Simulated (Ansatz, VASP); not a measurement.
# Two plane-wave programs on Lu3Hf2F

The input INCAR:

```
SYSTEM = Lu3Hf2F
PREC = Accurate
ENCUT = 520
EDIFF = 1E-6
ISMEAR = 0
SIGMA = 0.1
LREAL = .False.
LASPH = .True.
NELM = 100
ALGO = Normal
ISIF = 2
LWAVE = .False.
LCHARG = .True.
GGA = PE
LELF = .True.
LVHAR = .True.
NBANDS = 60
```

KPOINTS

```
regular mesh
0
Gamma
  6 6 2
  0 0 0
```

POSCAR

```
Lu3Hf2F
1.0
    3.4364855000      0.0000000000      0.0000000000
    0.0000000000      3.4364855000      0.0000000000
    0.0000000000      0.0000000000     12.7878483800
Lu Hf F
3 2 1
Direct
    0.0000000000      0.0000000000      0.6647679800
    0.0000000000      0.0000000000      0.3352320200
    0.5000000000      0.5000000000      0.5000000000
    0.5000000000      0.5000000000      0.8681410000
    0.5000000000      0.5000000000      0.1318590000
    0.0000000000      0.0000000000      0.0000000000
```

Input for Ansatz:

```yaml
crystal:
  lattice:
    - [3.4364855, 0.0, 0.0]
    - [0.0, 3.4364855, 0.0]
    - [0.0, 0.0, 12.78784838]
  atoms:
    - { symbol: Lu, position: [0.0, 0.0, 0.66476798] }
    - { symbol: Lu, position: [0.0, 0.0, 0.33523202] }
    - { symbol: Lu, position: [0.5, 0.5, 0.5] }
    - { symbol: Hf, position: [0.5, 0.5, 0.868141] }
    - { symbol: Hf, position: [0.5, 0.5, 0.131859] }
    - { symbol: F, position: [0.0, 0.0, 0.0] }
basis:
  ecutwfc: 420
kpoints:
  mp_grid: { grid: [6, 6, 2] }
hamiltonian:
  xc: pbe
scf:
  occupations: { method: gaussian, width: 0.1 }
  lower_state_search: "off"
output:
  forces: true
  stress: true
  eigenvalues: true
```

Change from the starting cell: species swapped into the Er2Mg3Ru type (P4/mmm, No. 123).

Alike in both runs: task single point; functional PBE; k mesh 6 × 6 × 2; occupations gaussian, width 0.1 eV; no spin polarisation.

```csv
,VASP,Ansatz
version,VASP 6.6.1,Ansatz 0.2.0
potentials or method,"VASP PAW PBE potentials, release 64 (Lu, Hf_pv, F), cutoff 520 eV","scalar-relativistic, plane waves, PAW"
valence electrons in the cell,102,134
```

```tsv
	VASP	Ansatz	Ansatz less VASP
gap on the k mesh at the Fermi level (eV)	none	none	-
pressure (GPa)	-5.4	-5.2	+0.22
traceless stress, the component that is largest in VASP (GPa)	1.75	1.77	+0.028
rms of the force components (eV/Å)	0.766	0.760	-0.0062
```

Atom by atom the forces differ by 0.013 eV/Å (rms over components). A gap of «none» marks a metal or a gap that the smearing closes. VASP's potentials hold 102 valence electrons a cell and Ansatz's 134, so a difference there can come from the potentials and not from the codes.

Neither program's run includes spin-orbit coupling.
